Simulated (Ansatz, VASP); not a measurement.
# PtSe2: VASP beside Ansatz

```
CELL_PARAMETERS angstrom
3.72400 0.00000 0.00000
-1.86200 3.22508 0.00000
0.00000 0.00000 5.06200
ATOMIC_POSITIONS crystal
Pt 0.00000 0.00000 0.00000
Se 0.66667 0.33333 0.75000
Se 0.33333 0.66667 0.25000
```

Alike in both runs: task relaxation of cell and atoms; functional revPBE; dispersion D4; k mesh 8 × 8 × 5; occupations fermi-dirac, width 0.05 eV; no spin polarisation.

|  | VASP | Ansatz |
| --- | --- | --- |
| version | VASP 6.6.1 | Ansatz 0.2.0 |
| potentials or method | VASP PAW PBE potentials, release 64 (Pt, Se) | Ansatz PAW |
| plane-wave cutoff (eV) | 600 | 420 |
| valence electrons in the cell | 22 | 50 |

|  | VASP | Ansatz | Ansatz less VASP |
| --- | --- | --- | --- |
| relaxed volume (Å³/atom) | 19.27 | 19.28 | +0.016 |
| relaxed cell length with the largest relative difference (Å) | 4.717 | 4.725 | +0.0080 |

VASP's potentials were made for PBE, not for revPBE. VASP's potentials hold 22 valence electrons a cell and Ansatz's 50, so a difference there can come from the potentials and not from the codes.

Neither program's run includes spin-orbit coupling. Noted on Ansatz's run: the plane-wave basis is chosen anew once the cell has moved, so the energies of steps on either side of that aren't comparable.
